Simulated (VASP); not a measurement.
Write the native input for VASP 6.6.1 that does the following.

| Property | Result |
| --- | --- |
| Task | single point |
| Functional | PBEsol |
| Potentials or basis | VASP PAW PBE potentials, release 64 (Ge_d) |
| Cutoff | 520 eV |
| k mesh | 6 × 6 × 4 |
| Occupations | gaussian, width 0.1 eV |
| Spin | no spin polarisation |
| Dipole correction | no |
| Further INCAR settings | ALGO = Normal; EDIFF = 1e-07; NBANDS = 21 |

The structure of Ge lies in POSCAR:

```
Ge
1.0
    1.5314184576     -2.6703052652      0.0000000000
    1.5314184576      2.6703052652      0.0000000000
    0.0000000000      0.0000000000      4.8653695923
Ge
2
Direct
    0.6665533700      0.3334466300      0.2500000000
    0.3334466300      0.6665533700      0.7500000000
```

These files were run (other wordings do the same):

INCAR

```
PREC = Accurate
ENCUT = 520
EDIFF = 1E-7
ISMEAR = 0
SIGMA = 0.1
LREAL = False
LASPH = True
NELM = 60
ALGO = Normal
ISIF = 2
LWAVE = False
LCHARG = False
GGA = PS
NBANDS = 21
```

KPOINTS

```
Automatic mesh
0
Gamma
  6 6 4
```

Potentials or basis: VASP PAW PBE potentials, release 64 (Ge_d).

Command:

```console
$ cat potpaw_PBE.64/Ge_d/POTCAR > POTCAR
$ mpirun -np 1 vasp_std > vasp.out
```

It gave:

The pressure is -5.6 GPa and the largest force is 0.007 eV/Å. The band gap on the k mesh is zero (band 14 reaches 12.24 eV, above the bottom of band 15 at 3.87 eV).

Caveat: the k points lie up to 0.39 Å⁻¹ apart; the PAW data sets were made with another functional, which shifts forces and pressure a little.

It took 27 s on 1 thread of AMD EPYC 7R43 64-Core Processor (Zen 3), with other jobs on the host, peak memory 0.12 GiB.
